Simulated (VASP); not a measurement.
A run of VASP 6.6.1 is set up as follows.

Contents of POSCAR:

```
Cd
1.0
   -1.8142809976      1.8142809976      1.8142809976
    1.8142809976     -1.8142809976      1.8142809976
    1.8142809976      1.8142809976     -1.8142809976
Cd
1
Direct
    0.0000000000      0.0000000000      0.0000000000
```

File INCAR.step1:

```
SYSTEM = Cd
PREC = Accurate
ENCUT = 520
ISMEAR = -1
SIGMA = 0.1
LREAL = .FALSE.
LASPH = .TRUE.
NELM = 100
NBANDS = 12
GGA = PE
ALGO = Normal
EDIFF = 1E-4
LWAVE = .TRUE.
LCHARG = .FALSE.
```

File INCAR.step2:

```
SYSTEM = Cd
PREC = Accurate
ENCUT = 520
EDIFF = 1E-6
ISMEAR = -1
SIGMA = 0.1
LREAL = .FALSE.
LASPH = .TRUE.
NELM = 100
ALGO = Normal
ISIF = 2
LWAVE = .FALSE.
LCHARG = .TRUE.
METAGGA = R2SCAN
LMIXTAU = .TRUE.
LELF = .TRUE.
LVHAR = .TRUE.
NBANDS = 12
ISTART = 1
```

File KPOINTS:

```
regular mesh
0
G
  14 14 14
  0 0 0
```

Potentials or basis: VASP PAW PBE potentials, release 64 (Cd).

Command:

```console
$ cat potpaw_PBE.64/Cd/POTCAR > POTCAR
$ cp INCAR.step1 INCAR
$ mpirun -np 1 vasp_std > vasp.out
$ cp INCAR.step2 INCAR
$ mpirun -np 1 vasp_std > vasp.out
```

Estimate the band gap on the k mesh.

zero (band 6 reaches 5.79 eV, above the bottom of band 7 at 1.21 eV).

Predict the pressure.

-2.7 GPa.

Caveat: the PAW data sets were made with another functional, which shifts forces and pressure a little.
